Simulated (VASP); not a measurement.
**ZnO (NiAs type): single point with PBE**

Crystal: ZnO (NiAs type).

```
Zn O
1.0
     2.36420    0.00000    0.00000
    -1.18210    2.04745    0.00000
     0.00000    0.00000    4.67565
Zn O
2 2
Direct
  0.00000 0.00000 0.00000
  0.00000 0.00000 0.50000
  0.33333 0.66667 0.25000
  0.66667 0.33333 0.75000
```

```yaml
Program: VASP 6.6.1
Task: single point
Functional: PBE
Potentials_or_basis: VASP PAW PBE potentials, release 64 (Zn, O)
Cutoff: 520 eV
k_mesh: 11 × 11 × 7
Occupations: fermi-dirac, width 0.08 eV
Spin: no spin polarisation
Dipole_correction: no
Further_INCAR_settings: ALGO = Normal; EDIFF = 1e-06; NBANDS = 26
```

```yaml
Pressure: 366.7 GPa
Band_gap_on_the_k_mesh: 4.21 eV, direct
```

Stress tensor (GPa, compression positive):
```
365.14   0.00   0.00
  0.00 365.14   0.00
  0.00   0.00 369.80
```

Levels at points of the mesh, in eV from the valence-band top:
```
           k point  band 16  band 17  band 18  band 19  band 20  band 21
(0.00, 0.00, 0.00)    -2.99     0.00     0.00     4.21     9.22    11.82
```

Run time: 17 s on 1 thread of Intel(R) Xeon(R) 6975P-C (Granite Rapids) (shared host), peak memory 0.16 GiB.

A k mesh can miss the band edges. As with any semilocal functional, this PBE gap is likely too small.
